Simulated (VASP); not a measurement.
Runs of VASP 6.6.1 on Ta2AlN3. The structure is that of space group P6/mmm (No. 191), or close to it. The cells are those of the table. 

```tsv
task	cell	k mesh	cutoff (eV)	smearing	gap on the mesh (eV)	pressure (GPa)
single point	a = 5.483, b = 5.483, c = 3.072 Å, angles 90.0, 90.0, 120.0°, 6 atoms	6 × 6 × 6	520	gaussian 0.1 eV	none	-20.9
relaxation of cell and atoms	relaxed from a = 5.483, b = 5.483, c = 3.072 Å, angles 90.0, 90.0, 120.0°, 6 atoms	6 × 6 × 6	600	gaussian 0.1 eV	none	0.0
single point	a = 5.460, b = 5.460, c = 2.839 Å, angles 90.0, 90.0, 120.0°, 6 atoms	12 × 12 × 14	520	gaussian 0.1 eV	none	(a)
single point	a = 5.460, b = 5.460, c = 2.839 Å, angles 90.0, 90.0, 120.0°, 6 atoms	12 × 12 × 14	520	methfessel-paxton 0.1 eV	none	0.5
```

Alike in all rows: level PBE; potentials or basis VASP PAW PBE potentials, release 64 (Ta_pv, Al, N); no spin polarisation.

Problem. Fill in the values left out.

Solution. (a) 0.6.

Caveats: spin-orbit coupling is left out, which moves the levels of the heavy elements.

A k mesh can miss the band edges, and the runs leave out spin-orbit coupling on Ta.

A gap of «none» marks levels without a gap at the run's occupations.
